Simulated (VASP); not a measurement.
A run of VASP 6.6.1:

File INCAR:

```
ALGO     = Normal         # electronic algorithm
EDIFF    = 1E-7           # SCF threshold, eV
ENCUT    = 520            # plane-wave cutoff, eV
GGA      = PE             # functional
ISIF     = 2              # what is computed and relaxed
ISMEAR   = 0              # smearing method
LASPH    = True           # aspherical terms in the spheres
LCHARG   = False          # write CHGCAR
LREAL    = False          # projectors in reciprocal space
LWAVE    = False          # write WAVECAR
NBANDS   = 16             # bands
NELM     = 60             # most SCF steps
PREC     = Accurate       # precision mode
SIGMA    = 0.05           # smearing width, eV
```

Contents of KPOINTS:

```
k-points
0
Gamma
  10 10 10
```

File POSCAR:

```
GaAs
1.0
    0.0000000000      2.8268500000      2.7420445000
    2.8268500000      0.0000000000      2.7420445000
    2.8268500000      2.8268500000      0.0000000000
Ga As
1 1
Direct
    0.0000000000      0.0000000000      0.0000000000
    0.7500000000      0.7500000000      0.7500000000
```

Potentials or basis: VASP PAW PBE potentials, release 64 (Ga_d, As).

Launch:

```bash
$ cat potpaw_PBE.64/Ga_d/POTCAR potpaw_PBE.64/As/POTCAR > POTCAR
$ mpirun -np 1 vasp_std > vasp.out
```

Hardware: 1 thread of Intel(R) Xeon(R) Platinum 8375C CPU @ 2.90GHz (Ice Lake), with other jobs on the host.

Task: Estimate the wall time of this run.

Result: Run time: 71 s on 1 thread of Intel(R) Xeon(R) Platinum 8375C CPU @ 2.90GHz (Ice Lake), on a shared host, peak memory 0.22 GiB. Counts: scf iterations 14, k points 102.
